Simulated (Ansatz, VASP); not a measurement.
O in VASP and in Ansatz

```
CELL_PARAMETERS angstrom
1.44450 0.84593 3.41953
-1.40220 0.83170 3.40529
0.00882 -1.62650 3.40008
ATOMIC_POSITIONS crystal
O 0.05770 0.05770 0.05770
O 0.94230 0.94230 0.94230
```

Change from the starting cell: equal xy, yz and zx shear strains of +1 %, crystal datasets.

Alike in both runs: task electric field gradients; functional PBEsol; k mesh 10 × 10 × 10; occupations fermi-dirac, width 0.02 eV; no spin polarisation.

|  | VASP | Ansatz |
| --- | --- | --- |
| version | VASP 6.6.1 | Ansatz 0.2.0 |
| potentials or method | VASP PAW PBE potentials, release 64 (O), cutoff 520 eV | all-electron PAW with datasets made for the crystal, scalar-relativistic |

Ansatz gave:

| Property | Result |
| --- | --- |
| pressure (GPa) | 1.8 |
| traceless stress, the component that is largest in VASP (GPa) | 20.79 |
| rms of the force components (eV/Å) | 1.292 |
| size of Vzz on the site where it differs most (V/Å²) | 109.1 |

Task: What did VASP give for the same quantities?

Result: Pressure (GPa): 5.9; traceless stress, the component that is largest in VASP (GPa): 29.59; rms of the force components (eV/Å): 2.270; size of Vzz on the site where it differs most (V/Å²): 116.0.

VASP's potentials were made for PBE, not for PBEsol. Atom by atom the forces differ by 0.978 eV/Å (rms over components). Ansatz ran all-electron here, and VASP with PAW potentials.

Noted on VASP's run: the standard files for N, O and F lose accuracy on very short bonds; spin is off for a triplet molecule.
